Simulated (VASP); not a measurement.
# ZrC (P6_3/mmc) in VASP: notebook

ZrC is run at these levels: PBEsol; tasks: relaxation of cell and atoms.

All numbers are computed with VASP 6.6.1; they aren't measurements. Logs are shortened: lines on timing, memory, paths and dates and some standing lists are left out, and cuts for length are marked.

## Step 1: The cell of the first run

Symmetry: P6_3/mmc, No. 194, hexagonal system. Conventional cell: a = 3.391 Å, b = 3.391 Å, c = 5.290 Å, α = 90.00°, β = 90.00°, γ = 120.00°. Within 3.1 Å of Zr (site symmetry -6m2) lie 6 C at 2.36 Å. Within 3.1 Å of C (site symmetry -3m) lie 6 Zr at 2.36 Å and 2 C at 2.65 Å.

## Step 2: Relaxation of cell and atoms, PBEsol, target pressure 2 GPa, at which the enthalpy is minimised

Contents of INCAR:

```
SYSTEM = ZrC
  ALGO = Normal
  EDIFF = 1E-6
  EDIFFG = -0.01
  ENCUT = 600
  GGA = PS
  IBRION = 2
  ISIF = 3
  ISMEAR = -1
  LASPH = .TRUE.
  LCHARG = .FALSE.
  LREAL = .FALSE.
  LWAVE = .FALSE.
  NELM = 80
  NSW = 60
  PREC = Accurate
  PSTRESS = 20.0
  SIGMA = 0.05
```

Contents of KPOINTS:

```
k-points
0
G
  9 9 5
  0 0 0
```

Contents of POSCAR:

```
ZrC
1.0
    3.3914762718      0.0000000000      0.0000000000
   -1.6957381359      2.9371046077      0.0000000000
    0.0000000000      0.0000000000      5.2900530000
Zr C
2 2
Direct
    0.6666666667      0.3333333333      0.7500000000
    0.3333333333      0.6666666667      0.2500000000
    0.0000000000      0.0000000000      0.5000000000
    0.0000000000      0.0000000000      0.0000000000
```

Potentials or basis: VASP PAW PBE potentials, release 64 (Zr_sv, C).

Launch:

```sh
cat potpaw_PBE.64/Zr_sv/POTCAR potpaw_PBE.64/C/POTCAR > POTCAR
mpirun -np 1 vasp_std > vasp.out
```

OUTCAR:

```text
SYSTEM = ZrC
   EDIFF = 1E-6
   EDIFFG = -0.01
   ENCUT = 600
   GGA = PS
   IBRION = 2
   ISIF = 3
   ISMEAR = -1
   LASPH = .TRUE.
   LREAL = .FALSE.
   NELM = 80
   NSW = 60
   PREC = Accurate
   PSTRESS = 20.0

 ion  position               nearest neighbor table
   1  0.667  0.333  0.750-   3 2.36   4 2.36   3 2.36   4 2.36   3 2.36   4 2.36   2 3.29   2 3.29
                             2 3.29   2 3.29   2 3.29   2 3.29
   2  0.333  0.667  0.250-   3 2.36   4 2.36   3 2.36   4 2.36   3 2.36   4 2.36   1 3.29   1 3.29
                             1 3.29   1 3.29   1 3.29   1 3.29
   3  0.000  0.000  0.500-   1 2.36   2 2.36   2 2.36   1 2.36   1 2.36   2 2.36
   4  0.000  0.000  0.000-   1 2.36   2 2.36   2 2.36   1 2.36   1 2.36   2 2.36

  LATTYP: Found a hexagonal cell.
 ALAT       =     3.3914762718
 C/A-ratio  =     1.5598083478

  Lattice vectors:

 A1 = (   3.3914762718,   0.0000000000,   0.0000000000)
 A2 = (  -1.6957381359,   2.9371046077,   0.0000000000)
 A3 = (   0.0000000000,   0.0000000000,   5.2900530000)

Analysis of symmetry for initial positions (statically):
=====================================================================
 Subroutine PRICEL returns:
 Original cell was already a primitive cell.

 Routine SETGRP: Setting up the symmetry group for a
 hexagonal supercell.

 Subroutine GETGRP returns: Found 24 space group operations
 (whereof 12 operations were pure point group operations)
 out of a pool of 24 trial point group operations.

The static configuration has the point symmetry D_3d.
 The point group associated with its full space group is D_6h.

Analysis of symmetry for dynamics (positions and initial velocities):
=====================================================================
 Subroutine PRICEL returns:
 Original cell was already a primitive cell.

 Routine SETGRP: Setting up the symmetry group for a
 hexagonal supercell.

 Subroutine GETGRP returns: Found 24 space group operations
 (whereof 12 operations were pure point group operations)
 out of a pool of 24 trial point group operations.

The dynamic configuration has the point symmetry D_3d.
 The point group associated with its full space group is D_6h.

 Subroutine INISYM returns: Found 24 space group operations
 (whereof 12 operations are pure point group operations),
 and found     1 'primitive' translations

----------------------------------------------------------------------------------------

                                     Primitive cell

  volume of cell :      52.6949

  direct lattice vectors                    reciprocal lattice vectors
     3.391476272  0.000000000  0.000000000     0.294856847  0.170235680  0.000000000
    -1.695738136  2.937104608  0.000000000     0.000000000  0.340471360  0.000000000
     0.000000000  0.000000000  5.290053000     0.000000000  0.000000000  0.189034023

  length of vectors
     3.391476272  3.391476272  5.290053000     0.340471360  0.340471360  0.189034023

  position of ions in fractional coordinates (direct lattice)
     0.666666667  0.333333333  0.750000000
     0.333333333  0.666666667  0.250000000
     0.000000000  0.000000000  0.500000000
     0.000000000  0.000000000  0.000000000

  ion indices of the primitive-cell ions
   primitive index   ion index
                 1           1
                 2           2
                 3           3
                 4           4

----------------------------------------------------------------------------------------

 KPOINTS: k-points

Automatic generation of k-mesh.
 Grid dimensions read from file:
 generate k-points for:    9    9    5

 Generating k-lattice:

  Cartesian coordinates                     Fractional coordinates (reciprocal lattice)
     0.032761872  0.018915076  0.000000000     0.111111111 -0.000000000  0.000000000
     0.000000000  0.037830151  0.000000000     0.000000000  0.111111111  0.000000000
     0.000000000  0.000000000  0.037806805     0.000000000  0.000000000  0.200000000

  Length of vectors
     0.037830151  0.037830151  0.037806805

  Shift w.r.t. Gamma in fractional coordinates (k-lattice)
     0.000000000  0.000000000  0.000000000

 Subroutine IBZKPT returns following result:
 ===========================================

 Found     36 irreducible k-points:

 Following reciprocal coordinates:
            Coordinates               Weight
  0.000000  0.000000  0.000000      1.000000
  0.111111  0.000000  0.000000      6.000000
  0.222222 -0.000000  0.000000      6.000000
  0.333333  0.000000  0.000000      6.000000
  0.444444 -0.000000  0.000000      6.000000
  0.111111  0.111111  0.000000      6.000000
[... 16 lines left out ...]
  0.333333  0.222222  0.200000     24.000000
  0.333333  0.333333  0.200000      4.000000
 [... further k-points ...]
   k-points           NKPTS =     36   k-points in BZ     NKDIM =     36   number of bands    NBANDS=     20
   number of dos      NEDOS =    301   number of ions     NIONS =      4
   total plane-waves  NPLWV =  32928
   dimension x,y,z NGX =    28 NGY =   28 NGZ =   42
   dimension x,y,z NGXF=    56 NGYF=   56 NGZF=   84
   ions per type =               2   2
   NGX,Y,Z   is equivalent  to a cutoff of  13.73, 13.73, 13.20 a.u.
   NGXF,Y,Z  is equivalent  to a cutoff of  27.45, 27.45, 26.40 a.u.
 SYSTEM =  ZrC
   PREC   = accura    normal or accurate (medium, high low for compatibility)
   ISTART =      0    job   : 0-new  1-cont  2-samecut
   ICHARG =      2    charge: 1-file 2-atom 10-const
   ISPIN  =      1    spin polarized calculation?
   LNONCOLLINEAR =      F non collinear calculations
   LSORBIT =      F    spin-orbit coupling
   LASPH  =      T    aspherical Exc in radial PAW
   ENCUT  =  600.0 eV  44.10 Ry    6.64 a.u.   6.77  6.77 10.57*2*pi/ulx,y,z
   NELM   =     80;   NELMIN=  2; NELMDL= -5     # of ELM steps
   EDIFF  = 0.1E-05   stopping-criterion for ELM
   LREAL  =      F    real-space projection
   EDIFFG = -.1E-01   stopping-criterion for IOM
   NSW    =     60    number of steps for IOM
   IBRION =      2    ionic relax: 0-MD 1-quasi-New 2-CG
   NFREE  =      1    steps in history (QN), initial steepest desc. (CG)
   ISIF   =      3    stress and relaxation
   ISYM   =      2    0-nonsym 1-usesym 2-fastsym
   POTIM  = 0.5000    time-step for ionic-motion
   TEBEG  =    0.0;   TEEND  =   0.0 temperature during run
   PSTRESS=   20.0 pullay stress
   NELECT =      32.0000    total number of electrons
   NUPDOWN=      -1.0000    fix difference up-down
   EMIN   =  10.00;   EMAX   =-10.00  energy-range for DOS
   EFERMI =   0.00;   METHOD = LEGACY
   ISMEAR =    -1;   SIGMA  =   0.05  broadening in eV -4-tet -1-fermi 0-gaus
   EFERMI_NEDOS =   21; number of points for ismear=-14 and -15
   IALGO  =     38    algorithm
   IMIX   =      4    mixing-type and parameters
     AMIX     =   0.40;   BMIX     =  1.00
     AMIX_MAG =   1.60;   BMIX_MAG =  1.00
  volume/ion in A,a.u.               =      13.17        88.90
  Fermi-wavevector in a.u.,A,eV,Ry     =   1.386337  2.619797 26.149441  1.921930
  Thomas-Fermi vector in A             =   2.510662
   LORBIT       =      0    0 simple, 1 ext, 2 COOP (PROOUT), +10 PAW based schemes
   GGA     = PS    functional components
   LHFCALC =     F    Hartree Fock is set to
   AEXX    =    0.0000 exact exchange contribution
   IVDW    =     0    specifies the selected vdW correction
   LEPSILON=     F    determine dielectric tensor
   LRPA    =     F    only Hartree local field effects (RPA)
 conjugate gradient relaxation of ions
 non-spin polarized calculation
  energy-cutoff  :      600.00
  volume of cell :       52.69
 maximum number of plane-waves:      1776
 NGX is ok and might be reduce to    28
   NGX = 13   NGY = 13   NGZ = 21

--------------------------------------- Ionic step        1  -------------------------------------------

 number of electron      32.0000001 magnetization

 Free energy of the ion-electron system (eV)
  ---------------------------------------------------
  ext. energy  EPLUGINS =         0.00000000
  ---------------------------------------------------
  free energy    TOTEN  =       -40.45628942 eV

  energy without entropy =      -40.44991077  energy(sigma->0) =      -40.45310009

 E-fermi :   9.6238     XC(G=0): -12.2054

 val. band max:        9.5950450167   @ k =   0.2222   0.2222   0.2000
 cond. band min:       9.6565288884   @ k =   0.1111   0.1111   0.2000
 fundamental gap:      0.0614838717
 Fermi energy:         9.6238280266

 k-point     1 :       0.0000    0.0000    0.0000
  band No.  band energies     occupation
      1     -38.6117      2.00000
      2     -38.4971      2.00000
      3     -17.1992      2.00000
      4     -16.4962      2.00000
      5     -16.4962      2.00000
      6     -16.3972      2.00000
[... 541 lines left out ...]
     19      13.4811      0.00000
     20      13.4811      0.00000

 [... further k-points ...]

------------------------ aborting loop because EDIFF is reached ----------------------------------------

  FORCE on cell =-STRESS in cart. coord.  units (eV):
  Direction    XX          YY          ZZ          XY          YZ          ZX
  --------------------------------------------------------------------------------------
  -------------------------------------------------------------------------------------
  Total       -2.6759069     -2.6759069     -2.1049623      0.0000000     -0.0000000      0.0000000
  in kB      -81.3604521    -81.3604521    -64.0009883      0.0000000     -0.0000000      0.0000000
  external PRESSURE =     -95.5739641 kB  Pullay stress =      20.0000000 kB
[... 103 lines left out ...]
  energy  without entropy=      -40.4921251672  energy(sigma->0) =      -40.49534400

  enthalpy is  TOTEN    =       -39.8680614056 eV   P V=        0.6305014338

[... ionic steps 4 to 7 ...]

--------------------------------------- Ionic step        8  -------------------------------------------

 number of electron      32.0000000 magnetization

------------------------ aborting loop because EDIFF is reached ----------------------------------------
[... 75 lines left out ...]
--------------------------------------- Ionic step       10  -------------------------------------------

 number of electron      32.0000000 magnetization

 Free energy of the ion-electron system (eV)
  ---------------------------------------------------
  ext. energy  EPLUGINS =         0.00000000
  ---------------------------------------------------
  free energy    TOTEN  =       -40.49934741 eV

  energy without entropy =      -40.49366760  energy(sigma->0) =      -40.49650751

 E-fermi :  10.0844     XC(G=0): -12.4163

 val. band max:       10.0650168079   @ k =   0.3333   0.2222   0.0000
 cond. band min:      10.1236557751   @ k =   0.1111   0.1111   0.2000
 fundamental gap:      0.0586389673
 Fermi energy:        10.0843618620

 k-point     1 :       0.0000    0.0000    0.0000
  band No.  band energies     occupation
      1     -37.9640      2.00000
      2     -37.8305      2.00000
      3     -16.6511      2.00000
      4     -15.8249      2.00000
      5     -15.8249      2.00000
      6     -15.7196      2.00000
[... 541 lines left out ...]
     19      14.1732      0.00000
     20      14.1732      0.00000

 [... further k-points ...]

------------------------ aborting loop because EDIFF is reached ----------------------------------------

  FORCE on cell =-STRESS in cart. coord.  units (eV):
  Direction    XX          YY          ZZ          XY          YZ          ZX
  --------------------------------------------------------------------------------------
  -------------------------------------------------------------------------------------
  Total        0.6287309      0.6287309      0.6329155      0.0000000      0.0000000      0.0000000
  in kB       19.9555828     19.9555828     20.0883984      0.0000000      0.0000000      0.0000000
  external PRESSURE =      -0.0001453 kB  Pullay stress =      20.0000000 kB
[... 23 lines left out ...]
  energy  without entropy=      -40.4936676043  energy(sigma->0) =      -40.49650751

  enthalpy is  TOTEN    =       -39.8692170729 eV   P V=        0.6301303376

 reached required accuracy - stopping structural energy minimisation
```

Wall time 6.9 min (1 thread of Intel Xeon 8259CL, shared host); peak memory 0.21 GiB.

Results:

```yaml
Free_energy: -40.4993 eV
Relaxed_volume: 12.62 Å³/atom
Relaxed_cell: a = 3.330 Å, b = 3.330 Å, c = 5.255 Å, α = 90.00°, β = 90.00°, γ = 120.00°
Space_group_after_relaxing_to_0.1_Å: P6_3/mmc (No. 194)
Energy_change_on_relaxing_the_run_minimises_the_enthalpy: -10.8 meV/atom
Ionic_steps: 10
Pressure_after_relaxing: 2.0 GPa
Band_gap_on_the_k_mesh: zero (bands 16 and 17 overlap by 1.00 eV)
```

Step by step:
```csv
step,energy change (eV),largest force (eV/Å),pressure (GPa),volume (Å³)
1,0.0000,0.0000,-7.56,52.69
2,0.2141,0.0000,22.38,46.93
3,-0.0423,0.0000,1.81,50.51
4,-0.0417,0.0000,2.03,50.46
5,-0.0412,0.0000,2.24,50.42
6,-0.0420,0.0000,2.23,50.43
7,-0.0425,0.0000,2.21,50.44
8,-0.0425,0.0000,2.21,50.43
9,-0.0441,0.0000,1.56,50.57
10,-0.0431,0.0000,2.00,50.48
```

Final structure:
```cif
data_structure
_symmetry_space_group_name_H-M 'P 1'
_symmetry_Int_Tables_number 1
_cell_length_a 3.3303
_cell_length_b 3.3303
_cell_length_c 5.2554
_cell_angle_alpha 90.000
_cell_angle_beta 90.000
_cell_angle_gamma 120.000
_cell_volume 50.48
loop_
_atom_site_label
_atom_site_type_symbol
_atom_site_fract_x
_atom_site_fract_y
_atom_site_fract_z
_atom_site_occupancy
Zr1 Zr 0.66667 0.33333 0.75000 1
Zr2 Zr 0.33333 0.66667 0.25000 1
C1 C 0.00000 0.00000 0.50000 1
C2 C 0.00000 0.00000 0.00000 1
```

Levels at points of the mesh, in eV from the Fermi level:
```csv
k point,band 13,band 14,band 15,band 16,band 17,band 18,band 19,band 20
"(0.00, 0.00, 0.00)",-2.83,-1.08,-1.08,0.91,1.29,1.29,1.79,1.79
```

Caveat: the cell is relaxed towards a set pressure, so the run minimises the enthalpy, not the energy; the PAW data sets were made with another functional, which shifts forces and pressure a little.

## Step 3: Relaxation of cell and atoms, PBEsol, target pressure 5 GPa, at which the enthalpy is minimised

Contents of INCAR:

```
PREC = Accurate ; ENCUT = 600
EDIFF = 1E-7 ; ISMEAR = -1
SIGMA = 0.05 ; LREAL = False
LASPH = True ; NELM = 100
ALGO = Normal ; ISIF = 3
LWAVE = False ; LCHARG = False
GGA = PS ; IBRION = 2
NSW = 60 ; EDIFFG = -0.01
PSTRESS = 50.0
```

Contents of KPOINTS:

```
regular mesh
0
Gamma
  9 9 5
```

POSCAR is that of step 2.

Potentials or basis: VASP PAW PBE potentials, release 64 (Zr_sv, C).

Launch:

```sh
cat potpaw_PBE.64/Zr_sv/POTCAR potpaw_PBE.64/C/POTCAR > POTCAR
mpirun -np 1 vasp_std > vasp.out
```

Run time: 8 min. Hardware: 1 thread of Intel Xeon 8259CL, shared host; peak memory 0.21 GiB.

Results (log left out):

| Quantity | Value |
| --- | --- |
| Free energy | -40.4865 eV |
| Relaxed volume | 12.47 Å³/atom |
| Relaxed cell | a = 3.317 Å, b = 3.317 Å, c = 5.234 Å, α = 90.00°, β = 90.00°, γ = 120.00° |
| Space group after relaxing (to 0.1 Å) | P6_3/mmc (No. 194) |
| Energy change on relaxing (the run minimises the enthalpy) | -7.6 meV/atom |
| Ionic steps | 9 |
| Pressure after relaxing | 4.9 GPa |
| Band gap on the k mesh | zero (bands 16 and 17 overlap by 1.01 eV) |

The path:
```
step  energy change (eV)  largest force (eV/Å)  pressure (GPa)  volume (Å³)
   1              0.0000                0.0000           -7.55        52.69
   2              0.5208                0.0000           35.19        45.21
   3             -0.0309                0.0000            4.60        49.94
   4             -0.0287                0.0000            4.99        49.86
   5             -0.0269                0.0000            5.27        49.81
   6             -0.0316                0.0000            4.62        49.94
   7             -0.0324                0.0000            4.49        49.97
   8             -0.0314                0.0000            4.71        49.93
   9             -0.0302                0.0000            4.93        49.88
```

Final structure:
```cif
data_structure
_symmetry_space_group_name_H-M 'P 1'
_symmetry_Int_Tables_number 1
_cell_length_a 3.3173
_cell_length_b 3.3173
_cell_length_c 5.2342
_cell_angle_alpha 90.000
_cell_angle_beta 90.000
_cell_angle_gamma 120.000
_cell_volume 49.88
loop_
_atom_site_label
_atom_site_type_symbol
_atom_site_fract_x
_atom_site_fract_y
_atom_site_fract_z
_atom_site_occupancy
Zr1 Zr 0.66667 0.33333 0.75000 1
Zr2 Zr 0.33333 0.66667 0.25000 1
C1 C 0.00000 0.00000 0.50000 1
C2 C 0.00000 0.00000 0.00000 1
```

Levels at points of the mesh, in eV from the Fermi level:
```
           k point  band 14  band 15  band 16  band 17  band 18  band 19
(0.00, 0.00, 0.00)    -1.09    -1.09     0.92     1.31     1.31     1.81
```

Caveat: the cell is relaxed towards a set pressure, so the run minimises the enthalpy, not the energy; the PAW data sets were made with another functional, which shifts forces and pressure a little.

## Step 4: Relaxation of cell and atoms, PBEsol, target pressure 10 GPa, at which the enthalpy is minimised

Contents of INCAR:

```
PREC     = Accurate       # precision mode
ENCUT    = 600            # plane-wave cutoff, eV
EDIFF    = 1E-7           # SCF threshold, eV
ISMEAR   = -1             # smearing method
SIGMA    = 0.05           # smearing width, eV
LREAL    = F              # projectors in reciprocal space
LASPH    = T              # aspherical terms in the spheres
NELM     = 80             # most SCF steps
ALGO     = Normal         # electronic algorithm
ISIF     = 3              # what is computed and relaxed
LWAVE    = F              # write WAVECAR
LCHARG   = F              # write CHGCAR
GGA      = PS             # functional
IBRION   = 2              # ionic algorithm
NSW      = 60             # ionic steps
EDIFFG   = -0.01          # ionic threshold
PSTRESS  = 100.0
```

Contents of KPOINTS:

```
Automatic mesh
0
Gamma
  9 9 5
```

POSCAR is that of step 3.

Launch:

```sh
cat potpaw_PBE.64/Zr_sv/POTCAR potpaw_PBE.64/C/POTCAR > POTCAR
mpirun -np 1 vasp_std > vasp.out
```

It took 7.8 min on 1 thread of Intel Xeon 8259CL, shared host; peak memory 0.21 GiB.

Results (log left out):

| Quantity | Value |
| --- | --- |
| Free energy | -40.4433 eV |
| Relaxed volume | 12.24 Å³/atom |
| Relaxed cell | a = 3.298 Å, b = 3.298 Å, c = 5.197 Å, α = 90.00°, β = 90.00°, γ = 120.00° |
| Space group after relaxing (to 0.1 Å) | P6_3/mmc (No. 194) |
| Energy change on relaxing (the run minimises the enthalpy) | +3.2 meV/atom |
| Ionic steps | 9 |
| Pressure after relaxing | 9.9 GPa |
| Band gap on the k mesh | zero (bands 16 and 17 overlap by 1.01 eV) |

The path:
```csv
step,energy change (eV),largest force (eV/Å),pressure (GPa),volume (Å³)
1,0.0000,0.0000,-7.55,52.69
2,1.3444,0.0000,61.24,42.44
3,0.0051,0.0000,9.07,49.09
4,0.0138,0.0000,9.88,48.95
5,0.0184,0.0000,10.29,48.87
6,0.0096,0.0000,9.55,49.01
7,0.0099,0.0000,9.58,49.00
8,0.0111,0.0000,9.72,48.98
9,0.0130,0.0000,9.92,48.95
```

Final structure:
```
CELL_PARAMETERS angstrom
3.29759 0.00000 0.00000
-1.64880 2.85580 0.00000
0.00000 0.00000 5.19743
ATOMIC_POSITIONS crystal
Zr 0.66667 0.33333 0.75000
Zr 0.33333 0.66667 0.25000
C 0.00000 0.00000 0.50000
C 0.00000 0.00000 0.00000
```

Levels at points of the mesh, in eV from the Fermi level:
| k point | band 13 | band 14 | band 15 | band 16 | band 17 | band 18 | band 19 | band 20 |
| --- | --- | --- | --- | --- | --- | --- | --- | --- |
| (0.00, 0.00, 0.00) | -2.90 | -1.11 | -1.11 | 0.94 | 1.33 | 1.33 | 1.85 | 1.85 |

Caveat: the cell is relaxed towards a set pressure, so the run minimises the enthalpy, not the energy; the PAW data sets were made with another functional, which shifts forces and pressure a little.

(Continued in part 2 of 2.)

The gap in the log of VASP goes by the Fermi energy; the results here count the filled bands.